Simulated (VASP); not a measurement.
CsI, 2 atoms in the cell. Symmetry: Pm-3m, No. 221, cubic system. Conventional cell: a = 4.608 Å, b = 4.608 Å, c = 4.608 Å, α = 90.00°, β = 90.00°, γ = 90.00°. Within 5.2 Å of Cs (site symmetry m-3m) lie 8 I at 3.99 Å and 6 Cs at 4.61 Å. I (site symmetry m-3m) has 8 Cs at 3.99 Å and 6 I at 4.61 Å within 5.2 Å. 

- Program: VASP 6.6.1
- Task: G0W0 quasiparticle levels
- Functional: PBE
- Potentials or basis: VASP PAW PBE potentials, release 64 (Cs_sv_GW, I_GW)
- Cutoff: 500 eV
- k mesh: 6 × 6 × 6
- Occupations: gaussian, width 0.01 eV
- Spin: no spin polarisation
- Dipole correction: no
- GW scheme: G0W0
- GW iterations: 1
- Cutoff of the response function: 80
- Frequency points: 96
- Empty bands: 158
- Further INCAR settings: ALGO = EVGW0; EDIFF = 1e-08; NBANDS = 166

Potentials or basis: VASP PAW PBE potentials, release 64 (Cs_sv_GW, I_GW).

Command:

```sh
$ cat potpaw_PBE.64/Cs_sv_GW/POTCAR potpaw_PBE.64/I_GW/POTCAR > POTCAR
$ cp INCAR.step1 INCAR
$ mpirun -np 1 vasp_std > vasp.out
$ cp INCAR.step2 INCAR
$ mpirun -np 1 vasp_std > vasp.out
$ cp INCAR.step3 INCAR
$ mpirun -np 1 vasp_std > vasp.out
```

Hardware: 1 thread of Intel(R) Xeon(R) Platinum 8259CL CPU @ 2.50GHz (Skylake/Cascade Lake), on a shared host.

Task: How long does it take, and how much memory?

Result: Run time: 60 min on 1 thread of Intel(R) Xeon(R) Platinum 8259CL CPU @ 2.50GHz (Skylake/Cascade Lake) (shared host), peak memory 2.6 GiB. Counts: k points 20.
